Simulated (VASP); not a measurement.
Input of a VASP 6.6.1 run:

Contents of INCAR:

```
PREC = Accurate ; ENCUT = 520
EDIFF = 1E-7 ; ISMEAR = 0
SIGMA = 0.1 ; LREAL = F
LASPH = T ; NELM = 100
ALGO = Normal ; ISIF = 2
LWAVE = F ; LCHARG = F
GGA = PE ; NBANDS = 23
```

Contents of KPOINTS:

```
regular mesh
0
Gamma
  16 10 8
```

File POSCAR:

```
TaSnBr
1.0
    3.0129918816      0.0000000000      0.0000000000
    0.0000000000      4.4116430110      0.0000000000
    0.0000000000      0.0000000000      6.0607857286
Ta Sn Br
1 1 1
Direct
    0.0000000000      0.0000000000      0.0000000000
    0.5000000000      0.5000000000      0.5000000000
    0.5000000000      0.5000000000      0.0000000000
```

Potentials or basis: VASP PAW PBE potentials, release 64 (Ta_pv, Sn_d, Br).

Command:

```sh
$ cat potpaw_PBE.64/Ta_pv/POTCAR potpaw_PBE.64/Sn_d/POTCAR potpaw_PBE.64/Br/POTCAR > POTCAR
$ mpirun -np 1 vasp_std > vasp.out
```

Problem. Predict the pressure.

Solution. 0.0 GPa.

Problem. What does it give for the band gap on the k mesh?

Solution. Zero (bands 16 and 17 overlap by 1.49 eV).

Stress tensor (GPa, compression positive):
```
 0.03  0.00  0.00
 0.00  0.05  0.00
 0.00  0.00 -0.03
```

Caveat: spin-orbit coupling is left out, which moves the levels of the heavy elements.
